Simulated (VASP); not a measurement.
## La2O3: single point with PBE

La2O3:

```
La O
1.0
    -1.94845    3.25624    4.17188
     1.94845   -3.25624    4.17188
     1.94845    3.25624   -4.17188
La O
2 3
Cartesian
  1.9485 0.0000 1.8697
  0.0000 3.2562 2.3022
  0.0000 5.1811 0.0000
  0.0000 0.0000 4.1719
  0.0000 1.3314 0.0000
```

The cell was built from a structure type or drawn by symmetry, and may not be a known phase.

* Program: VASP 6.6.1
* Task: single point
* Functional: PBE
* Potentials or basis: VASP PAW PBE potentials, release 64 (La, O)
* Cutoff: 520 eV
* k mesh: 6 × 6 × 6
* Occupations: gaussian, width 0.1 eV
* Spin: no spin polarisation

The pressure is -20.2 GPa and the largest force is 1.018 eV/Å. The band gap on the k mesh is zero (bands 20 and 21 overlap by 0.41 eV).

Forces on the atoms (eV/Å):
```
La   0.000  0.000  1.018
La   0.000  0.000 -1.018
O    0.000  0.927  0.000
O    0.000  0.000  0.000
O    0.000 -0.927  0.000
```

Stress tensor (GPa, compression positive):
```
-10.16   0.00   0.00
  0.00   0.91   0.00
  0.00   0.00 -51.42
```

Levels at points of the mesh, in eV from the Fermi level:
```
           k point  band 17  band 18  band 19  band 20  band 21  band 22  band 23  band 24
(0.00, 0.00, 0.00)    -1.89    -1.84    -0.83    -0.52    -0.06     1.01     1.14     1.19
(0.50, 0.00, 0.00)    -1.99    -0.94    -0.80    -0.56     0.54     0.54     0.94     1.15
(0.00, 0.50, 0.00)    -2.19    -0.81    -0.70    -0.14     0.77     0.93     1.00     1.20
(0.50, 0.50, 0.00)    -2.09    -2.01    -0.50     0.17     0.39     0.61     1.14     1.16
(0.50, 0.50, 0.50)    -1.65    -1.54    -0.93    -0.25    -0.24     0.97     1.03     1.13
```

Wall time 7.9 min on 1 thread of Intel Xeon 8259CL, on a shared host, peak memory 0.33 GiB.

Caveat: the cell stands under tension; spin-orbit coupling is left out, which moves the levels of the heavy elements; forces of over 1 eV/Å act on the atoms, so gaps and moduli don't describe the material at rest.
